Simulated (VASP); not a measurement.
AlN: single point with r2SCAN

The system is AlN.

```
Al N
1.0
     3.11100    0.00000    0.00000
    -1.55550    2.69421    0.00000
     0.00000    0.00000    4.97800
Al N
2 2
Direct
  0.33333 0.66667 0.00000
  0.66667 0.33333 0.50000
  0.29797 0.64898 0.39110
  0.63130 0.31565 0.89110
```

This cell differs from its parent crystal: all N atoms moved +0.100 Å, as atom 3 towards its neighbour atom 2 (Al) at 1.885 Å.

| Item | Value |
| --- | --- |
| Program | VASP 6.6.1 |
| Task | single point |
| Functional | r2SCAN |
| Potentials or basis | VASP PAW PBE potentials, release 64 (Al, N) |
| Cutoff | 520 eV |
| k mesh | 12 × 12 × 6 |
| Occupations | gaussian, width 0.05 eV |
| Spin | no spin polarisation |

```yaml
Pressure: 0.4 GPa
Largest_force: 2.044 eV/Å
Band_gap_on_the_k_mesh: 4.68 eV
```

Forces in eV/Å, atoms in the order of the input:
```
Al  -1.210 -0.698  0.666
Al  -1.662 -0.960  0.697
N    1.664  0.961 -0.698
N    1.207  0.697 -0.665
```

Stress tensor (GPa, compression positive):
```
 3.06  0.64 -3.26
 0.64  2.32 -1.88
-3.26 -1.88 -4.09
```

Levels at points of the mesh, in eV from the valence-band top:
```csv
k point,band 6,band 7,band 8,band 9,band 10,band 11
"(0.00, 0.00, 0.00)",-0.48,-0.44,0.00,4.68,7.30,11.49
"(0.50, 0.00, 0.00)",-2.41,-1.87,-0.95,6.33,6.40,8.79
"(0.00, 0.50, 0.00)",-2.37,-1.88,-0.94,6.32,6.36,8.75
"(0.00, 0.00, 0.50)",-1.02,-0.64,-0.61,7.07,7.07,11.04
"(0.50, 0.00, 0.50)",-1.61,-1.57,-1.41,5.81,5.85,9.72
"(0.00, 0.50, 0.50)",-1.71,-1.51,-1.40,5.81,5.84,9.76
```

It took 9.2 min on 1 thread of AMD EPYC 7R13, with other jobs on the host, peak memory 0.26 GiB.

Caveat: the cell differs from its parent crystal (all N atoms moved +0.100 Å, as atom 3 towards its neighbour atom 2 (Al) at 1.885 Å); the stress differs along the axes, from -4 to 3 GPa; the PAW data sets were made with another functional, which shifts forces and pressure a little. A k mesh can miss the band edges.
